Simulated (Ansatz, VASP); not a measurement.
**Mn in VASP and in Ansatz**

File INCAR:

```
SYSTEM = Mn
ALGO = Normal
EDIFF = 1E-6
ENCUT = 520
GGA = PE
ISIF = 2
ISMEAR = -1
ISPIN = 2
LASPH = .TRUE.
LCHARG = .FALSE.
LMAXMIX = 4
LORBIT = 11
LREAL = .FALSE.
LWAVE = .FALSE.
MAGMOM = 2.238 -2.238
NBANDS = 24
NELM = 150
PREC = Accurate
SIGMA = 0.05
```

The input KPOINTS:

```
k-points
0
G
  13 13 13
  0 0 0
```

The input POSCAR:

```
Mn
1.0
    0.0000000000      2.3410408997      2.3410408997
    2.3410408997      0.0000000000      2.3410408997
    2.3410408997      2.3410408997      0.0000000000
Mn
2
Direct
    0.0000000000      0.0000000000      0.0000000000
    0.5000000000      0.5000000000      0.5000000000
```

Input for Ansatz:

```yaml
crystal:
  lattice:
    - [0.0, 2.3410408997, 2.3410408997]
    - [2.3410408997, 0.0, 2.3410408997]
    - [2.3410408997, 2.3410408997, 0.0]
  atoms:
    - { symbol: Mn, position: [0.0, 0.0, 0.0], spin: 2.238 }
    - { symbol: Mn, position: [0.5, 0.5, 0.5], spin: -2.238 }
hamiltonian:
  xc: pbe
  pseudopotentials:
    kind: paw
    azcp:
      Mn: "pseudopotentials/Mn.paw.azcp"
basis:
  ecutwfc: 420
  fft_grid_basis: typed
kpoints:
  mp_grid: { grid: [13, 13, 13], shift: [0, 0, 0] }
magnetization:
  spin_polarized: true
scf:
  occupations: { method: fermi_dirac, width: 0.05 }
  lower_state_search: "off"
output:
  stress: true
```

Alike in both runs: task single point; functional PBE; k mesh 13 × 13 × 13; occupations fermi-dirac, width 0.05 eV; collinear spin.

|  | VASP | Ansatz |
| --- | --- | --- |
| version | VASP 6.6.1 | Ansatz 0.2.0 |
| potentials or method | VASP PAW PBE potentials, release 64 (Mn_pv), cutoff 520 eV | plane waves (420 eV) with PAW, scalar-relativistic |
| valence electrons in the cell | 26 | 30 |

```tsv
	VASP	Ansatz	Ansatz less VASP
pressure (GPa)	5.1	5.0	-0.06
net moment per atom (μB)	0.00	0.00	0.000
size of the moment on the site where the two differ most (μB)	2.22	2.09	-0.126
```

Site moments also hang on the region over which each program counts them. With one functional, cell and mesh, what is left measures potentials, basis and numerics. VASP's potentials hold 26 valence electrons a cell and Ansatz's 30, so a difference there can come from the potentials and not from the codes.
